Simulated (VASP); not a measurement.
# V (R-3m) in VASP: a series of runs

The runs below take V through single point, relaxation of cell and atoms, with PBE.

Program: VASP 6.6.1. These are calculated values, not measurements. Logs are shortened: lines on timing, memory, paths and dates and some standing lists are left out, and cuts for length are marked.

### 1 The cell of the first run

The structure is trigonal, space group R-3m (No. 166). Conventional cell: a = 2.778 Å, b = 2.778 Å, c = 12.540 Å, α = 90.00°, β = 90.00°, γ = 120.00°. V (site symmetry 3m) has 10 V at 2.19 to 2.78 Å within 2.9 Å.

### 2 Single point, PBE

INCAR

```
PREC = Accurate
ENCUT = 520
EDIFF = 1E-7
ISMEAR = 0
SIGMA = 0.1
LREAL = F
LASPH = T
NELM = 100
ALGO = Normal
ISIF = 2
LWAVE = F
LCHARG = T
GGA = PE
LELF = T
LVHAR = T
NBANDS = 20
```

KPOINTS

```
Automatic mesh
0
Gamma
  9 9 9
```

POSCAR

```
V
1.0
    1.3890932441      0.8019933584      4.1800581704
   -1.3890932441      0.8019933584      4.1800581704
    0.0000000000     -1.6039867168      4.1800581703
V
2
Direct
    0.0873759521      0.0873759521      0.0873759521
    0.9126240479      0.9126240479      0.9126240479
```

Potentials or basis: VASP PAW PBE potentials, release 64 (V_sv).

Launch:

```bash
$ cat potpaw_PBE.64/V_sv/POTCAR > POTCAR
$ mpirun -np 1 vasp_std > vasp.out
```

OUTCAR:

```text
PREC = Accurate
   ENCUT = 520
   EDIFF = 1E-7
   ISMEAR = 0
   LREAL = F
   LASPH = T
   NELM = 100
   ISIF = 2
   GGA = PE

 ion  position               nearest neighbor table
   1  0.087  0.087  0.087-   2 2.19   2 2.55   2 2.55   2 2.55
   2  0.913  0.913  0.913-   1 2.19   1 2.55   1 2.55   1 2.55

  LATTYP: Found a trigonal (rhomboedric) cell.
 ALAT       =     4.4772379539
 COS(alpha) =     0.8074815127

  Lattice vectors:

 A1 = (   1.3890932441,   0.8019933584,   4.1800581704)
 A2 = (  -1.3890932441,   0.8019933584,   4.1800581704)
 A3 = (   0.0000000000,  -1.6039867168,   4.1800581703)

Analysis of symmetry for initial positions (statically):
=====================================================================
 Subroutine PRICEL returns:
 Original cell was already a primitive cell.

 Routine SETGRP: Setting up the symmetry group for a
 trigonal (rhombohedral) supercell.

 Subroutine GETGRP returns: Found 12 space group operations
 (whereof 12 operations were pure point group operations)
 out of a pool of 12 trial point group operations.

The static configuration has the point symmetry D_3d.

Analysis of symmetry for dynamics (positions and initial velocities):
=====================================================================
 Subroutine PRICEL returns:
 Original cell was already a primitive cell.

 Routine SETGRP: Setting up the symmetry group for a
 trigonal (rhombohedral) supercell.

 Subroutine GETGRP returns: Found 12 space group operations
 (whereof 12 operations were pure point group operations)
 out of a pool of 12 trial point group operations.

The dynamic configuration has the point symmetry D_3d.

 Subroutine INISYM returns: Found 12 space group operations
 (whereof 12 operations are pure point group operations),
 and found     1 'primitive' translations

----------------------------------------------------------------------------------------

                                     Primitive cell

  volume of cell :      27.9406

  direct lattice vectors                    reciprocal lattice vectors
     1.389093244  0.801993358  4.180058170     0.359947039  0.207815520  0.079743707
    -1.389093244  0.801993358  4.180058170    -0.359947039  0.207815520  0.079743707
     0.000000000 -1.603986717  4.180058170     0.000000000 -0.415631040  0.079743707

  length of vectors
     4.477237954  4.477237954  4.477237954     0.423211791  0.423211791  0.423211791

  position of ions in fractional coordinates (direct lattice)
     0.087375952  0.087375952  0.087375952
     0.912624048  0.912624048  0.912624048

  ion indices of the primitive-cell ions
   primitive index   ion index
                 1           1
                 2           2

----------------------------------------------------------------------------------------

 KPOINTS: Automatic mesh

Automatic generation of k-mesh.
 Grid dimensions read from file:
 generate k-points for:    9    9    9

 Generating k-lattice:

  Cartesian coordinates                     Fractional coordinates (reciprocal lattice)
     0.039994115  0.023090613  0.008860412     0.111111111  0.000000000  0.000000000
    -0.039994115  0.023090613  0.008860412     0.000000000  0.111111111  0.000000000
     0.000000000 -0.046181227  0.008860412     0.000000000  0.000000000  0.111111111

  Length of vectors
     0.047023532  0.047023532  0.047023532

  Shift w.r.t. Gamma in fractional coordinates (k-lattice)
     0.000000000  0.000000000  0.000000000

 Subroutine IBZKPT returns following result:
 ===========================================

 Found     85 irreducible k-points:

 Following reciprocal coordinates:
            Coordinates               Weight
  0.000000  0.000000  0.000000      1.000000
  0.111111 -0.000000  0.000000      6.000000
  0.222222 -0.000000  0.000000      6.000000
  0.333333 -0.000000  0.000000      6.000000
  0.444444 -0.000000  0.000000      6.000000
  0.111111  0.111111  0.000000      6.000000
[... 16 lines left out ...]
 -0.333333  0.333333  0.000000      6.000000
  0.444444  0.444444  0.000000      6.000000
 [... further k-points ...]
   k-points           NKPTS =     85   k-points in BZ     NKDIM =     85   number of bands    NBANDS=     20
   number of dos      NEDOS =    301   number of ions     NIONS =      2
   total plane-waves  NPLWV =  46656
   dimension x,y,z NGX =    36 NGY =   36 NGZ =   36
   dimension x,y,z NGXF=    72 NGYF=   72 NGZF=   72
   ions per type =               2
   NGX,Y,Z   is equivalent  to a cutoff of  13.37, 13.37, 13.37 a.u.
   NGXF,Y,Z  is equivalent  to a cutoff of  26.73, 26.73, 26.73 a.u.
 SYSTEM =  unknown system
   PREC   = accura    normal or accurate (medium, high low for compatibility)
   ISTART =      0    job   : 0-new  1-cont  2-samecut
   ICHARG =      2    charge: 1-file 2-atom 10-const
   ISPIN  =      1    spin polarized calculation?
   LNONCOLLINEAR =      F non collinear calculations
   LSORBIT =      F    spin-orbit coupling
   LASPH  =      T    aspherical Exc in radial PAW
   ENCUT  =  520.0 eV  38.22 Ry    6.18 a.u.   8.32  8.32  8.32*2*pi/ulx,y,z
   NELM   =    100;   NELMIN=  2; NELMDL= -5     # of ELM steps
   EDIFF  = 0.1E-06   stopping-criterion for ELM
   LREAL  =      F    real-space projection
   EDIFFG = 0.1E-05   stopping-criterion for IOM
   NSW    =      0    number of steps for IOM
   IBRION =     -1    ionic relax: 0-MD 1-quasi-New 2-CG
   NFREE  =      0    steps in history (QN), initial steepest desc. (CG)
   ISIF   =      2    stress and relaxation
   ISYM   =      2    0-nonsym 1-usesym 2-fastsym
   POTIM  = 0.5000    time-step for ionic-motion
   TEBEG  =    0.0;   TEEND  =   0.0 temperature during run
   PSTRESS=    0.0 pullay stress
   NELECT =      26.0000    total number of electrons
   NUPDOWN=      -1.0000    fix difference up-down
   EMIN   =  10.00;   EMAX   =-10.00  energy-range for DOS
   EFERMI =   0.00;   METHOD = LEGACY
   ISMEAR =     0;   SIGMA  =   0.10  broadening in eV -4-tet -1-fermi 0-gaus
   EFERMI_NEDOS =   21; number of points for ismear=-14 and -15
   IALGO  =     38    algorithm
   IMIX   =      4    mixing-type and parameters
     AMIX     =   0.40;   BMIX     =  1.00
     AMIX_MAG =   1.60;   BMIX_MAG =  1.00
  volume/ion in A,a.u.               =      13.97        94.28
  Fermi-wavevector in a.u.,A,eV,Ry     =   1.598284  3.020319 34.756255  2.554513
  Thomas-Fermi vector in A             =   2.695758
   LORBIT       =      0    0 simple, 1 ext, 2 COOP (PROOUT), +10 PAW based schemes
   GGA     = PE    functional components
   LHFCALC =     F    Hartree Fock is set to
   AEXX    =    0.0000 exact exchange contribution
   IVDW    =     0    specifies the selected vdW correction
   LEPSILON=     F    determine dielectric tensor
   LRPA    =     F    only Hartree local field effects (RPA)
 non-spin polarized calculation
 Gauss-broadening in eV      SIGMA  =   0.10
  energy-cutoff  :      520.00
  volume of cell :       27.94
 maximum number of plane-waves:       763
 NGX is ok and might be reduce to    36
   NGX = 17   NGY = 17   NGZ = 17

 number of electron      26.0000004 magnetization

 Free energy of the ion-electron system (eV)
  ---------------------------------------------------
  ext. energy  EPLUGINS =         0.00000000
  ---------------------------------------------------
  free energy    TOTEN  =       -17.15514984 eV

  energy without entropy =      -17.14644769  energy(sigma->0) =      -17.15079876

 E-fermi :   9.6524     XC(G=0): -12.6433

 val. band max:        9.6431202297   @ k =   0.4444   0.2222   0.2222
 cond. band min:       9.6665925196   @ k =   0.3333   0.2222   0.2222
 fundamental gap:      0.0234722899
 Fermi energy:         9.6524300845

 k-point     1 :       0.0000    0.0000    0.0000
  band No.  band energies     occupation
      1     -54.5325      2.00000
      2     -54.1394      2.00000
      3     -29.1182      2.00000
      4     -27.9470      2.00000
      5     -27.9470      2.00000
      6     -27.9173      2.00000
[... 12 lines left out ...]
     19      11.9469      0.00000
     20      11.9469      0.00000

 k-point     2 :       0.1111   -0.0000    0.0000
  band No.  band energies     occupation
      1     -54.5182      2.00000
      2     -54.1359      2.00000
      3     -29.0918      2.00000
      4     -28.0367      2.00000
      5     -27.9612      2.00000
      6     -27.9432      2.00000
[... 12 lines left out ...]
     19      11.9259      0.00000
     20      13.2245      0.00000

 k-point     3 :       0.2222   -0.0000    0.0000
  band No.  band energies     occupation
      1     -54.4813      2.00000
      2     -54.1278      2.00000
      3     -29.0250      2.00000
      4     -28.2282      2.00000
      5     -28.0360      2.00000
      6     -27.9958      2.00000
[... 12 lines left out ...]
     19      11.9151      0.00000
     20      15.0869      0.00000

 k-point     4 :       0.3333   -0.0000    0.0000
  band No.  band energies     occupation
      1     -54.4376      2.00000
      2     -54.1200      2.00000
      3     -28.9501      2.00000
      4     -28.4350      2.00000
      5     -28.1370      2.00000
      6     -28.0331      2.00000
[... 12 lines left out ...]
     19      12.2070      0.00000
     20      16.2668      0.00000

 k-point     5 :       0.4444   -0.0000    0.0000
  band No.  band energies     occupation
      1     -54.4078      2.00000
      2     -54.1160      2.00000
      3     -28.9019      2.00000
      4     -28.5705      2.00000
      5     -28.1933      2.00000
      6     -28.0562      2.00000
[... 12 lines left out ...]
     19      13.3233      0.00000
     20      15.9554      0.00000

 k-point     6 :       0.1111    0.1111    0.0000
  band No.  band energies     occupation
      1     -54.5146      2.00000
      2     -54.1398      2.00000
      3     -29.0769      2.00000
      4     -28.0053      2.00000
      5     -28.0022      2.00000
      6     -27.9751      2.00000
[... 12 lines left out ...]
     19      12.3027      0.00000
     20      13.1271      0.00000

 k-point     7 :       0.2222    0.1111    0.0000
  band No.  band energies     occupation
      1     -54.4858      2.00000
      2     -54.1374      2.00000
      3     -29.0175      2.00000
      4     -28.1558      2.00000
      5     -28.0434      2.00000
      6     -28.0061      2.00000
[... 12 lines left out ...]
     19      12.3181      0.00000
     20      14.4328      0.00000
[... 277 lines left out ...]
 k-point    20 :       0.3333    0.3333    0.0000
  band No.  band energies     occupation
      1     -54.4077      2.00000
      2     -54.1515      2.00000
      3     -28.8415      2.00000
      4     -28.3389      2.00000
      5     -28.2307      2.00000
      6     -28.1569      2.00000
[... 12 lines left out ...]
     19      13.0759      0.00000
     20      15.4104      0.00000

 k-point    21 :       0.4444    0.3333    0.0000
  band No.  band energies     occupation
      1     -54.3802      2.00000
      2     -54.1532      2.00000
      3     -28.7931      2.00000
      4     -28.4128      2.00000
      5     -28.2735      2.00000
      6     -28.1858      2.00000
[... 12 lines left out ...]
     19      13.2119      0.00000
     20      15.8337      0.00000

 k-point    22 :      -0.4444    0.3333    0.0000
  band No.  band energies     occupation
      1     -54.3650      2.00000
      2     -54.1454      2.00000
      3     -28.7769      2.00000
      4     -28.4289      2.00000
      5     -28.3265      2.00000
      6     -28.1929      2.00000
[... 12 lines left out ...]
     19      14.9110      0.00000
     20      17.0491      0.00000

 k-point    23 :      -0.3333    0.3333    0.0000
  band No.  band energies     occupation
      1     -54.3699      2.00000
      2     -54.1308      2.00000
      3     -28.8099      2.00000
      4     -28.4058      2.00000
      5     -28.3507      2.00000
      6     -28.1646      2.00000
[... 12 lines left out ...]
     19      15.9406      0.00000
     20      17.0673      0.00000

 k-point    24 :       0.4444    0.4444    0.0000
  band No.  band energies     occupation
      1     -54.3631      2.00000
      2     -54.1628      2.00000
      3     -28.7606      2.00000
      4     -28.4643      2.00000
      5     -28.2804      2.00000
      6     -28.2008      2.00000
[... 12 lines left out ...]
     19      13.4950      0.00000
     20      15.4102      0.00000

 [... further k-points ...]

------------------------ aborting loop because EDIFF is reached ----------------------------------------

  FORCE on cell =-STRESS in cart. coord.  units (eV):
  Direction    XX          YY          ZZ          XY          YZ          ZX
  --------------------------------------------------------------------------------------
  -------------------------------------------------------------------------------------
  Total        0.0433148      0.0433148      0.2422946      0.0000000      0.0000000      0.0000000
  in kB        2.4837713      2.4837713     13.8937235      0.0000000      0.0000000      0.0000000
  external PRESSURE =       6.2870887 kB  Pullay stress =       0.0000000 kB

 VOLUME and BASIS-vectors are now :
 -----------------------------------------------------------------------------
  energy-cutoff  :      520.00
  volume of cell :       27.94
      direct lattice vectors                 reciprocal lattice vectors
     1.389093244  0.801993358  4.180058170     0.359947039  0.207815520  0.079743707
    -1.389093244  0.801993358  4.180058170    -0.359947039  0.207815520  0.079743707
     0.000000000 -1.603986717  4.180058170     0.000000000 -0.415631040  0.079743707

 POSITION                                       TOTAL-FORCE (eV/Angst)
 -----------------------------------------------------------------------------------
      0.00000      0.00000      1.09571         0.000000      0.000000      0.073331
      0.00000      0.00000     11.44446         0.000000     -0.000000     -0.073331
 -----------------------------------------------------------------------------------
    total drift:                                0.000000     -0.000000     -0.000000

  FREE ENERGIE OF THE ION-ELECTRON SYSTEM (eV)
  ---------------------------------------------------
  free  energy   TOTEN  =       -17.1551498387 eV

  energy  without entropy=      -17.1464476893  energy(sigma->0) =      -17.15079876
```

Run time: 44 s. Hardware: 1 thread of Intel Xeon 6975P-C (Granite Rapids), shared host; peak memory 0.21 GiB.

What came out:

```yaml
Free_energy: -17.1551 eV
Pressure: 0.6 GPa
Largest_force: 0.073 eV/Å
Band_gap_on_the_k_mesh: zero (bands 13 and 14 overlap by 0.10 eV)
```

Forces in eV/Å, atoms in the order of the input:
```
V    0.000  0.000  0.073
V    0.000  0.000 -0.073
```

Stress tensor (GPa, compression positive):
```
0.25 0.00 0.00
0.00 0.25 0.00
0.00 0.00 1.39
```

[end of part 1 of 2]
